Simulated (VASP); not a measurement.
# Au (Cmcm) in VASP: notebook

Runs on Au. Level: PBEsol. Tasks: relaxation of cell and atoms, single point.

All numbers are computed with VASP 6.6.1; they aren't measurements. Logs are shortened: lines on timing, memory, paths and dates and some standing lists are left out, and cuts for length are marked.

## (1) The cell of the first run

It takes space group Cmcm (No. 63, orthorhombic). Conventional cell: a = 2.783 Å, b = 4.958 Å, c = 4.730 Å, α = 90.00°, β = 90.00°, γ = 90.00°. Au (site symmetry m2m) has 12 Au at 2.78 to 2.87 Å within 3.7 Å.

## (2) Relaxation of cell and atoms, PBEsol, target pressure 8 GPa, at which the enthalpy is minimised

Input file INCAR:

```
PREC     = Accurate       # precision mode
ENCUT    = 600            # plane-wave cutoff, eV
EDIFF    = 1E-6           # SCF threshold, eV
ISMEAR   = 0              # smearing method
SIGMA    = 0.1            # smearing width, eV
LREAL    = F              # projectors in reciprocal space
LASPH    = T              # aspherical terms in the spheres
NELM     = 80             # most SCF steps
ALGO     = Fast           # electronic algorithm
ISIF     = 3              # what is computed and relaxed
LWAVE    = F              # write WAVECAR
LCHARG   = F              # write CHGCAR
GGA      = PS             # functional
IBRION   = 2              # ionic algorithm
NSW      = 70             # ionic steps
EDIFFG   = -0.008         # ionic threshold
PSTRESS  = 80.0
```

Input file KPOINTS:

```
regular mesh
0
Gamma
  16 16 10
```

Input file POSCAR:

```
Au
1.0
    1.3917489807     -2.4791925953      0.0000000000
    1.3917489807      2.4791925953      0.0000000000
    0.0000000000      0.0000000000      4.7300953649
Au
2
Direct
    0.6637795300      0.3362204700      0.2500000000
    0.3362204700      0.6637795300      0.7500000000
```

Potentials or basis: VASP PAW PBE potentials, release 64 (Au).

Command:

```bash
$ cat potpaw_PBE.64/Au/POTCAR > POTCAR
$ mpirun -np 1 vasp_std > vasp.out
```

OUTCAR:

```text
PREC = Accurate
   ENCUT = 600
   EDIFF = 1E-6
   ISMEAR = 0
   LREAL = F
   LASPH = T
   NELM = 80
   ISIF = 3
   GGA = PS
   IBRION = 2
   NSW = 70
   EDIFFG = -0.008
   PSTRESS = 80.0

 ion  position               nearest neighbor table
   1  0.664  0.336  0.250-   2 2.87   2 2.87   2 2.87   2 2.87   2 2.87   2 2.87
   2  0.336  0.664  0.750-   1 2.87   1 2.87   1 2.87   1 2.87   1 2.87   1 2.87

  LATTYP: Found a base centered orthorhombic cell.
 ALAT       =     2.7834979614
 B/A-ratio  =     1.7813503941
 C/A-ratio  =     1.6993349485

  Lattice vectors:

 A1 = (   1.3917489807,  -2.4791925953,   0.0000000000)
 A2 = (   1.3917489807,   2.4791925953,   0.0000000000)
 A3 = (   0.0000000000,   0.0000000000,   4.7300953649)

Analysis of symmetry for initial positions (statically):
=====================================================================
 Subroutine PRICEL returns:
 Original cell was already a primitive cell.

 Routine SETGRP: Setting up the symmetry group for a
 base centered orthorhombic supercell.

 Subroutine GETGRP returns: Found  8 space group operations
 (whereof  4 operations were pure point group operations)
 out of a pool of  8 trial point group operations.

The static configuration has the point symmetry C_2h.
 The point group associated with its full space group is D_2h.

Analysis of symmetry for dynamics (positions and initial velocities):
=====================================================================
 Subroutine PRICEL returns:
 Original cell was already a primitive cell.

 Routine SETGRP: Setting up the symmetry group for a
 base centered orthorhombic supercell.

 Subroutine GETGRP returns: Found  8 space group operations
 (whereof  4 operations were pure point group operations)
 out of a pool of  8 trial point group operations.

The dynamic configuration has the point symmetry C_2h.
 The point group associated with its full space group is D_2h.

 Subroutine INISYM returns: Found  8 space group operations
 (whereof  4 operations are pure point group operations),
 and found     1 'primitive' translations

----------------------------------------------------------------------------------------

                                     Primitive cell

  volume of cell :      32.6416

  direct lattice vectors                    reciprocal lattice vectors
     1.391748981 -2.479192595  0.000000000     0.359260188 -0.201678563  0.000000000
     1.391748981  2.479192595  0.000000000     0.359260188  0.201678563  0.000000000
     0.000000000  0.000000000  4.730095365     0.000000000  0.000000000  0.211412228

  length of vectors
     2.843125243  2.843125243  4.730095365     0.411997725  0.411997725  0.211412228

  position of ions in fractional coordinates (direct lattice)
     0.663779530  0.336220470  0.250000000
     0.336220470  0.663779530  0.750000000

  ion indices of the primitive-cell ions
   primitive index   ion index
                 1           1
                 2           2

----------------------------------------------------------------------------------------

 KPOINTS: regular mesh

Automatic generation of k-mesh.
 Grid dimensions read from file:
 generate k-points for:   16   16   10

 Generating k-lattice:

  Cartesian coordinates                     Fractional coordinates (reciprocal lattice)
     0.022453762 -0.012604910  0.000000000     0.062500000  0.000000000  0.000000000
     0.022453762  0.012604910  0.000000000     0.000000000  0.062500000  0.000000000
     0.000000000  0.000000000  0.021141223     0.000000000  0.000000000  0.100000000

  Length of vectors
     0.025749858  0.025749858  0.021141223

  Shift w.r.t. Gamma in fractional coordinates (k-lattice)
     0.000000000  0.000000000  0.000000000

 Subroutine IBZKPT returns following result:
 ===========================================

 Found    438 irreducible k-points:

 Following reciprocal coordinates:
            Coordinates               Weight
  0.000000  0.000000  0.000000      1.000000
  0.062500  0.000000  0.000000      4.000000
  0.125000  0.000000  0.000000      4.000000
  0.187500 -0.000000  0.000000      4.000000
  0.250000  0.000000  0.000000      4.000000
  0.312500 -0.000000  0.000000      4.000000
[... 16 lines left out ...]
 -0.125000  0.062500  0.000000      4.000000
 -0.062500  0.062500  0.000000      2.000000
 [... further k-points ...]
   k-points           NKPTS =    438   k-points in BZ     NKDIM =    438   number of bands    NBANDS=     15
   number of dos      NEDOS =    301   number of ions     NIONS =      2
   total plane-waves  NPLWV =  23040
   dimension x,y,z NGX =    24 NGY =   24 NGZ =   40
   dimension x,y,z NGXF=    48 NGYF=   48 NGZF=   80
   ions per type =               2
   NGX,Y,Z   is equivalent  to a cutoff of  14.03, 14.03, 14.06 a.u.
   NGXF,Y,Z  is equivalent  to a cutoff of  28.07, 28.07, 28.12 a.u.
 SYSTEM =  unknown system
   PREC   = accura    normal or accurate (medium, high low for compatibility)
   ISTART =      0    job   : 0-new  1-cont  2-samecut
   ICHARG =      2    charge: 1-file 2-atom 10-const
   ISPIN  =      1    spin polarized calculation?
   LNONCOLLINEAR =      F non collinear calculations
   LSORBIT =      F    spin-orbit coupling
   LASPH  =      T    aspherical Exc in radial PAW
   ENCUT  =  600.0 eV  44.10 Ry    6.64 a.u.   5.68  5.68  9.45*2*pi/ulx,y,z
   NELM   =     80;   NELMIN=  2; NELMDL= -5     # of ELM steps
   EDIFF  = 0.1E-05   stopping-criterion for ELM
   LREAL  =      F    real-space projection
   EDIFFG = -.8E-02   stopping-criterion for IOM
   NSW    =     70    number of steps for IOM
   IBRION =      2    ionic relax: 0-MD 1-quasi-New 2-CG
   NFREE  =      1    steps in history (QN), initial steepest desc. (CG)
   ISIF   =      3    stress and relaxation
   ISYM   =      2    0-nonsym 1-usesym 2-fastsym
   POTIM  = 0.5000    time-step for ionic-motion
   TEBEG  =    0.0;   TEEND  =   0.0 temperature during run
   PSTRESS=   80.0 pullay stress
   NELECT =      22.0000    total number of electrons
   NUPDOWN=      -1.0000    fix difference up-down
   EMIN   =  10.00;   EMAX   =-10.00  energy-range for DOS
   EFERMI =   0.00;   METHOD = LEGACY
   ISMEAR =     0;   SIGMA  =   0.10  broadening in eV -4-tet -1-fermi 0-gaus
   EFERMI_NEDOS =   21; number of points for ismear=-14 and -15
   IALGO  =     68    algorithm
   IMIX   =      4    mixing-type and parameters
     AMIX     =   0.40;   BMIX     =  1.00
     AMIX_MAG =   1.60;   BMIX_MAG =  1.00
  volume/ion in A,a.u.               =      16.32       110.14
  Fermi-wavevector in a.u.,A,eV,Ry     =   1.435353  2.712424 28.031240  2.060238
  Thomas-Fermi vector in A             =   2.554661
   LORBIT       =      0    0 simple, 1 ext, 2 COOP (PROOUT), +10 PAW based schemes
   GGA     = PS    functional components
   LHFCALC =     F    Hartree Fock is set to
   AEXX    =    0.0000 exact exchange contribution
   IVDW    =     0    specifies the selected vdW correction
   LEPSILON=     F    determine dielectric tensor
   LRPA    =     F    only Hartree local field effects (RPA)
 conjugate gradient relaxation of ions
 non-spin polarized calculation
 RMM-DIIS sequential band-by-band and
 Gauss-broadening in eV      SIGMA  =   0.10
  energy-cutoff  :      600.00
  volume of cell :       32.64
 maximum number of plane-waves:      1112
   NGX = 11   NGY = 11   NGZ = 19

--------------------------------------- Ionic step        1  -------------------------------------------

 number of electron      22.0000001 magnetization

 Free energy of the ion-electron system (eV)
  ---------------------------------------------------
  ext. energy  EPLUGINS =         0.00000000
  ---------------------------------------------------
  free energy    TOTEN  =        -7.79565016 eV

  energy without entropy =       -7.79256578  energy(sigma->0) =       -7.79410797

------------------------ aborting loop because EDIFF is reached ----------------------------------------

  FORCE on cell =-STRESS in cart. coord.  units (eV):
  Direction    XX          YY          ZZ          XY          YZ          ZX
  --------------------------------------------------------------------------------------
  -------------------------------------------------------------------------------------
  Total        1.7329846      1.6411316      1.6249284      0.0000000      0.0000000      0.0000000
  in kB       85.0617294     80.5532208     79.7579067      0.0000000      0.0000000      0.0000000
  external PRESSURE =       1.7909523 kB  Pullay stress =      80.0000000 kB
[... 175 lines left out ...]
  enthalpy is  TOTEN    =        -6.1659037044 eV   P V=        1.6308613792

--------------------------------------- Ionic step        6  -------------------------------------------

 number of electron      22.0000000 magnetization

 Free energy of the ion-electron system (eV)
  ---------------------------------------------------
  ext. energy  EPLUGINS =         0.00000000
  ---------------------------------------------------
  free energy    TOTEN  =        -7.79710479 eV

  energy without entropy =       -7.79375334  energy(sigma->0) =       -7.79542907

 E-fermi :   9.9590     XC(G=0): -13.1370

 val. band max:        9.9586757203   @ k =   0.5000   0.1250   0.3000
 cond. band min:       9.9712034616   @ k =  -0.1250   0.1250   0.1000
 fundamental gap:      0.0125277413
 Fermi energy:         9.9589502601

 k-point     1 :       0.0000    0.0000    0.0000
  band No.  band energies     occupation
      1      -0.3792      2.00000
      2       2.1852      2.00000
      3       4.9006      2.00000
      4       5.0022      2.00000
      5       5.3810      2.00000
      6       5.4027      2.00000
      7       5.6897      2.00000
      8       6.1823      2.00000
      9       6.3565      2.00000
     10       7.7558      2.00000
     11       7.7949      2.00000
     12       8.6016      2.00000
     13      12.9357      0.00000
     14      24.4465      0.00000
     15      25.7698      0.00000
[... 397 lines left out ...]
 k-point    24 :      -0.0625    0.0625    0.0000
  band No.  band energies     occupation
      1      -0.2541      2.00000
      2       2.2886      2.00000
      3       4.7797      2.00000
      4       5.0990      2.00000
      5       5.3821      2.00000
      6       5.4646      2.00000
      7       5.7678      2.00000
      8       6.0895      2.00000
      9       6.3019      2.00000
     10       7.1501      2.00000
     11       7.7825      2.00000
     12       9.3958      2.00000
     13      12.9295      0.00000
     14      24.4633      0.00000
     15      25.9422      0.00000

 [... further k-points ...]
[... 5 lines left out ...]
  --------------------------------------------------------------------------------------
  -------------------------------------------------------------------------------------
  Total        1.6211716      1.6173938      1.6311145      0.0000000     -0.0000000      0.0000000
  in kB       79.5082624     79.3229834     79.9958978      0.0000000     -0.0000000      0.0000000
  external PRESSURE =      -0.3909521 kB  Pullay stress =      80.0000000 kB
[... 17 lines left out ...]
  FREE ENERGIE OF THE ION-ELECTRON SYSTEM (eV)
  ---------------------------------------------------
  free  energy   TOTEN  =        -7.7971047942 eV

  energy  without entropy=       -7.7937533437  energy(sigma->0) =       -7.79542907

  enthalpy is  TOTEN    =        -6.1659066535 eV   P V=        1.6311981406

 reached required accuracy - stopping structural energy minimisation
```

Wall time 9.3 min (1 thread of Oxide Virtual Turin-like, shared host); peak memory 0.32 GiB.

Results:

* Free energy: -7.7971 eV
* Relaxed volume: 16.33 Å³/atom
* Relaxed cell: a = 2.844 Å, b = 2.844 Å, c = 4.725 Å, α = 90.00°, β = 90.00°, γ = 121.23°
* Space group after relaxing (to 0.1 Å): P6_3/mmc (No. 194)
* Energy change on relaxing (the run minimises the enthalpy): -0.7 meV/atom
* Ionic steps: 6
* Pressure after relaxing: 8.0 GPa
* Band gap on the k mesh: zero (bands 11 and 12 overlap by 6.76 eV)

The path:
```csv
step,energy change (eV),largest force (eV/Å),pressure (GPa),volume (Å³)
1,0.0000,0.0024,8.18,32.64
2,-0.0043,0.0003,7.56,32.73
3,-0.0024,0.0018,7.88,32.69
4,-0.0026,0.0010,7.81,32.69
5,-0.0011,0.0017,8.03,32.66
6,-0.0015,0.0000,7.96,32.67
```

Final structure:
```
Au
1.0
     1.39533   -2.47762    0.00000
     1.39533    2.47762    0.00000
     0.00000    0.00000    4.72483
Au
2
Direct
  0.66375 0.33625 0.25000
  0.33625 0.66375 0.75000
```

Levels at points of the mesh, in eV from the Fermi level:
```tsv
k point	band 7	band 8	band 9	band 10	band 11	band 12	band 13	band 14	band 15
(0.00, 0.00, 0.00)	-4.27	-3.78	-3.60	-2.20	-2.16	-1.36	2.98	14.49	15.81
(0.50, 0.00, 0.00)	-3.87	-1.93	-1.84	-1.65	0.42	1.81	5.96	7.48	7.85
(0.50, 0.50, 0.00)	-4.05	-1.91	-1.89	-1.68	0.34	1.49	5.81	7.47	7.48
(0.00, 0.00, 0.50)	-4.66	-4.66	-2.74	-2.74	-2.63	-2.63	11.02	11.02	14.86
(0.50, 0.00, 0.50)	-2.51	-2.51	-1.72	-1.72	0.45	0.45	4.32	4.32	13.56
(0.50, 0.50, 0.50)	-2.43	-2.43	-1.77	-1.77	0.16	0.16	4.05	4.05	13.24
```

Caveat: the cell is relaxed towards a set pressure, so the run minimises the enthalpy, not the energy; the PAW data sets were made with another functional, which shifts forces and pressure a little; spin-orbit coupling is left out, which moves the levels of the heavy elements.

## (3) Relaxation of cell and atoms, PBEsol, target pressure 3 GPa, at which the enthalpy is minimised

This run uses another cell than the first one, of 16.56 Å³/atom.

Input file INCAR:

```
SYSTEM = Au
PREC     = Accurate       ! precision mode
ENCUT    = 600            ! plane-wave cutoff, eV
EDIFF    = 1E-7           ! SCF threshold, eV
ISMEAR   = 0              ! smearing method
SIGMA    = 0.1            ! smearing width, eV
LREAL    = .FALSE.        ! projectors in reciprocal space
LASPH    = .TRUE.         ! aspherical terms in the spheres
NELM     = 80             ! most SCF steps
ALGO     = Fast           ! electronic algorithm
ISIF     = 3              ! what is computed and relaxed
LWAVE    = .FALSE.        ! write WAVECAR
LCHARG   = .FALSE.        ! write CHGCAR
GGA      = PS             ! functional
IBRION   = 2              ! ionic algorithm
NSW      = 70             ! ionic steps
EDIFFG   = -0.008         ! ionic threshold
PSTRESS  = 30.0
```

Input file KPOINTS:

```
Automatic mesh
0
G
  16 16 10
  0 0 0
```

Input file POSCAR:

```
Au
1.0
    1.3968509765     -2.4935040825      0.0000000000
    1.3968509765      2.4935040825      0.0000000000
    0.0000000000      0.0000000000      4.7558579151
Au
2
Direct
    0.6638639510      0.3361360490      0.2500000000
    0.3361360490      0.6638639510      0.7500000000
```

Potentials or basis: VASP PAW PBE potentials, release 64 (Au).

Command:

```bash
$ cat potpaw_PBE.64/Au/POTCAR > POTCAR
$ mpirun -np 1 vasp_std > vasp.out
```

It took 16 min on 1 thread of Oxide Virtual Turin-like, shared host; peak memory 0.33 GiB.

It converged, with:

* Free energy: -7.8244 eV
* Relaxed volume: 16.74 Å³/atom
* Relaxed cell: a = 2.867 Å, b = 2.867 Å, c = 4.768 Å, α = 90.00°, β = 90.00°, γ = 121.38°
* Space group after relaxing (to 0.1 Å): Cmcm (No. 63)
* Energy change on relaxing (the run minimises the enthalpy): -4.3 meV/atom
* Ionic steps: 6
* Pressure after relaxing: 3.0 GPa
* Band gap on the k mesh: zero (bands 11 and 12 overlap by 6.65 eV)

Step by step:
```csv
step,energy change (eV),largest force (eV/Å),pressure (GPa),volume (Å³)
1,0.0000,0.0039,5.06,33.13
2,-0.0136,0.0002,-0.64,34.16
3,-0.0089,0.0028,2.98,33.48
4,-0.0087,0.0028,3.02,33.48
5,-0.0087,0.0016,3.03,33.47
6,-0.0087,0.0007,3.02,33.47
```

Final structure:
```cif
data_structure
_symmetry_space_group_name_H-M 'P 1'
_symmetry_Int_Tables_number 1
_cell_length_a 2.8674
_cell_length_b 2.8674
_cell_length_c 4.7683
_cell_angle_alpha 90.000
_cell_angle_beta 90.000
_cell_angle_gamma 121.379
_cell_volume 33.47
loop_
_atom_site_label
_atom_site_type_symbol
_atom_site_fract_x
_atom_site_fract_y
_atom_site_fract_z
_atom_site_occupancy
Au1 Au 0.66381 0.33619 0.25000 1
Au2 Au 0.33619 0.66381 0.75000 1
```

Levels at points of the mesh, in eV from the Fermi level:
| k point | band 9 | band 10 | band 11 | band 12 | band 13 | band 14 |
| --- | --- | --- | --- | --- | --- | --- |
| (0.00, 0.00, 0.00) | -3.50 | -2.17 | -2.14 | -1.25 | 2.83 | 14.51 |
| (0.50, 0.00, 0.00) | -1.82 | -1.64 | 0.43 | 1.76 | 5.89 | 7.39 |
| (0.50, 0.50, 0.00) | -1.87 | -1.67 | 0.32 | 1.42 | 5.71 | 7.27 |
| (0.00, 0.00, 0.50) | -2.69 | -2.69 | -2.57 | -2.57 | 10.82 | 10.82 |
| (0.50, 0.00, 0.50) | -1.70 | -1.70 | 0.51 | 0.51 | 4.20 | 4.20 |
| (0.50, 0.50, 0.50) | -1.76 | -1.76 | 0.20 | 0.20 | 3.89 | 3.89 |

Caveat: the cell is relaxed towards a set pressure, so the run minimises the enthalpy, not the energy; the PAW data sets were made with another functional, which shifts forces and pressure a little; spin-orbit coupling is left out, which moves the levels of the heavy elements.

## (4) Single point, PBEsol

This run uses another cell than the first one, of 17.04 Å³/atom.

Input file INCAR:

```
PREC     = Accurate       # precision mode
ENCUT    = 520            # plane-wave cutoff, eV
EDIFF    = 1E-6           # SCF threshold, eV
ISMEAR   = 0              # smearing method
SIGMA    = 0.15           # smearing width, eV
LREAL    = F              # projectors in reciprocal space
LASPH    = T              # aspherical terms in the spheres
NELM     = 60             # most SCF steps
ALGO     = Fast           # electronic algorithm
ISIF     = 2              # what is computed and relaxed
LWAVE    = F              # write WAVECAR
LCHARG   = F              # write CHGCAR
GGA      = PS             # functional
NBANDS   = 18             # bands
```

Input file KPOINTS:

```
regular mesh
0
Gamma
  24 24 12
```

Input file POSCAR:

```
Au
1.0
    1.4100150311     -2.5170030989      0.0000000000
    1.4100150311      2.5170030989      0.0000000000
    0.0000000000      0.0000000000      4.8006775662
Au
2
Direct
    0.6638639510      0.3361360490      0.2500000000
    0.3361360490      0.6638639510      0.7500000000
```

Command:

```bash
$ cat potpaw_PBE.64/Au/POTCAR > POTCAR
$ mpirun -np 1 vasp_std > vasp.out
```

It took 9.9 min on 1 thread of Oxide Virtual Turin-like, shared host; peak memory 0.57 GiB.

The run converged. Its results:

| Property | Result |
| --- | --- |
| Free energy | -7.8337 eV |
| Pressure | -0.2 GPa |
| Largest force | 0.005 eV/Å |
| Band gap on the k mesh | zero (bands 11 and 12 overlap by 6.80 eV) |

Forces in eV/Å, atoms in the order of the input:
```
Au   0.000  0.005  0.000
Au   0.000 -0.005  0.000
```

Stress tensor (GPa, compression positive):
```
 0.51  0.00  0.00
 0.00 -0.70  0.00
 0.00  0.00 -0.45
```

Levels at points of the mesh, in eV from the Fermi level:
```csv
k point,band 7,band 8,band 9,band 10,band 11,band 12,band 13,band 14,band 15,band 16
"(0.00, 0.00, 0.00)",-4.06,-3.62,-3.45,-2.16,-2.14,-1.18,2.71,14.51,15.74,16.78
"(0.50, 0.00, 0.00)",-3.66,-1.93,-1.82,-1.65,0.42,1.72,5.82,7.31,7.51,10.05
"(0.50, 0.50, 0.00)",-3.84,-1.89,-1.88,-1.68,0.29,1.35,5.62,7.10,7.24,10.86
"(0.00, 0.00, 0.50)",-4.41,-4.41,-2.68,-2.68,-2.55,-2.55,10.65,10.65,14.86,14.86
"(0.50, 0.00, 0.50)",-2.43,-2.43,-1.70,-1.70,0.54,0.54,4.10,4.10,13.31,13.31
"(0.50, 0.50, 0.50)",-2.36,-2.36,-1.77,-1.77,0.22,0.22,3.76,3.76,12.98,12.98
```

Caveat: the PAW data sets were made with another functional, which shifts forces and pressure a little; spin-orbit coupling is left out, which moves the levels of the heavy elements.

(Continued in part 2 of 2.)
